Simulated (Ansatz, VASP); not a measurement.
# Si in VASP and in Ansatz

Contents of INCAR:

```
SYSTEM = Si
  PREC = Accurate
  ENCUT = 520
  EDIFF = 1E-7
  ISMEAR = -1
  SIGMA = 0.1
  LREAL = .False.
  LASPH = .True.
  NELM = 80
  ALGO = Normal
  ISIF = 2
  LWAVE = .False.
  LCHARG = .False.
  GGA = CA
  NBANDS = 8
```

KPOINTS

```
regular mesh
0
Gamma
  16 16 16
  0 0 0
```

File POSCAR:

```
Si
1.0
   -1.4581956152      1.4581956152      1.4581956152
    1.4581956152     -1.4581956152      1.4581956152
    1.4581956152      1.4581956152     -1.4581956152
Si
1
Direct
    0.0000000000      0.0000000000      0.0000000000
```

Input for Ansatz:

```yaml
crystal:
  lattice:
    - [-1.4581956152, 1.4581956152, 1.4581956152]
    - [1.4581956152, -1.4581956152, 1.4581956152]
    - [1.4581956152, 1.4581956152, -1.4581956152]
  atoms:
    - { symbol: Si, position: [0.0, 0.0, 0.0] }
hamiltonian:
  xc: lda
  pseudopotentials:
    kind: paw
    azcp:
      Si: "pseudopotentials/Si.paw.azcp"
basis:
  ecutwfc: 420
  fft_grid_basis: typed
kpoints:
  mp_grid: { grid: [16, 16, 16], shift: [0, 0, 0] }
magnetization:
  spin_polarized: false
scf:
  occupations: { method: fermi_dirac, width: 0.1 }
  lower_state_search: "off"
output:
  stress: true
```

Alike in both runs: task single point; functional LDA; k mesh 16 × 16 × 16; occupations fermi-dirac, width 0.1 eV; no spin polarisation.

```csv
,VASP,Ansatz
version,VASP 6.6.1,Ansatz 0.2.0
potentials or method,"VASP PAW LDA potentials, release 64 (Si), cutoff 520 eV","plane waves (420 eV) with PAW, scalar-relativistic"
valence electrons in the cell,4,4
```

```csv
,VASP,Ansatz,Ansatz less VASP
pressure (GPa),17.5,17.3,-0.15
```

Ansatz warns that its potentials were made for another functional, while VASP's fit it. LDA's correlation is that of Perdew and Zunger in VASP and of Perdew and Wang (1992) in Ansatz.
